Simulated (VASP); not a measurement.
A run of VASP 6.6.1 is set up as follows.

File INCAR:

```
SYSTEM = PbSe
PREC     = Accurate       ! precision mode
ENCUT    = 600            ! plane-wave cutoff, eV
EDIFF    = 1E-8           ! SCF threshold, eV
ISMEAR   = -1             ! smearing method
SIGMA    = 0.05           ! smearing width, eV
LREAL    = .FALSE.        ! projectors in reciprocal space
LASPH    = .TRUE.         ! aspherical terms in the spheres
NELM     = 60             ! most SCF steps
ALGO     = Normal         ! electronic algorithm
ISIF     = 3              ! what is computed and relaxed
LWAVE    = .FALSE.        ! write WAVECAR
LCHARG   = .FALSE.        ! write CHGCAR
GGA      = CA             ! functional
IBRION   = 6              ! ionic algorithm
NFREE    = 2            
POTIM    = 0.015          ! step
NSW      = 1              ! ionic steps
```

KPOINTS

```
regular mesh
0
G
  14 14 14
  0 0 0
```

POSCAR

```
PbSe
1.0
    0.0000000000      2.9247387302      2.9247387302
    2.9247387302      0.0000000000      2.9247387302
    2.9247387302      2.9247387302      0.0000000000
Pb Se
1 1
Direct
    0.0000000000      0.0000000000      0.0000000000
    0.5000000000      0.5000000000      0.5000000000
```

Potentials or basis: VASP PAW LDA potentials, release 64 (Pb_d, Se).

Launch:

```console
$ cat potpaw_LDA.64/Pb_d/POTCAR potpaw_LDA.64/Se/POTCAR > POTCAR
$ mpirun -np 1 vasp_std > vasp.out
```

Question: Predict the elastic constants C11, C12, C44.

Answer: 224, 11, 16 GPa.

Question: Predict the Voigt bulk modulus.

Answer: 82 GPa.

Question: Estimate the highest phonon frequency at Γ, LO-TO splitting left out.

Answer: 96 cm⁻¹.

Clamped-ion elastic tensor (GPa):
```
224  11  11   0   0   0
 11 224  11   0   0   0
 11  11 224   0   0   0
  0   0   0  16   0   0
  0   0   0   0  16   0
  0   0   0   0   0  16
```

Caveat: the cell is under stress, which shifts elastic constants.
